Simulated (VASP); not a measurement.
A run of VASP 6.6.1:

The input INCAR:

```
SYSTEM = Cs2AgBiBr6
  PREC = Accurate
  ENCUT = 520
  EDIFF = 1E-6
  ISMEAR = -1
  SIGMA = 0.05
  LREAL = .False.
  LASPH = .True.
  NELM = 60
  ALGO = Normal
  ISIF = 2
  LWAVE = .False.
  LCHARG = .False.
  GGA = CA
  NBANDS = 54
```

Contents of KPOINTS:

```
regular mesh
0
Gamma
  4 4 4
  0 0 0
```

Contents of POSCAR:

```
Cs2AgBiBr6
1.0
    0.0000000000      5.6161000000      5.6161000000
    5.6161000000      0.0000000000      5.6161000000
    5.6161000000      5.6161000000      0.0000000000
Bi Cs Ag Br
1 2 1 6
Direct
    0.0000000000      0.0000000000      0.0000000000
    0.7500000000      0.7500000000      0.7500000000
    0.2500000000      0.2500000000      0.2500000000
    0.5000000000      0.5000000000      0.5000000000
    0.7494500000      0.7494500000      0.2505500000
    0.2505500000      0.2505500000      0.7494500000
    0.7494500000      0.2505500000      0.2505500000
    0.7494500000      0.2505500000      0.7494500000
    0.2505500000      0.7494500000      0.7494500000
    0.2505500000      0.7494500000      0.2505500000
```

Potentials or basis: VASP PAW LDA potentials, release 64 (Bi_d, Cs_sv, Ag, Br).

Run with:

```console
$ cat potpaw_LDA.64/Bi_d/POTCAR potpaw_LDA.64/Cs_sv/POTCAR potpaw_LDA.64/Ag/POTCAR potpaw_LDA.64/Br/POTCAR > POTCAR
$ mpirun -np 1 vasp_std > vasp.out
```

Hardware: 1 thread of AMD EPYC 7R43 64-Core Processor (Zen 3), on a shared host.

Question: Estimate the wall time of this run.

Answer: Wall time 3.6 min on 1 thread of AMD EPYC 7R43 64-Core Processor (Zen 3), with other jobs on the host, peak memory 0.43 GiB. Counts: scf iterations 13, k points 8.
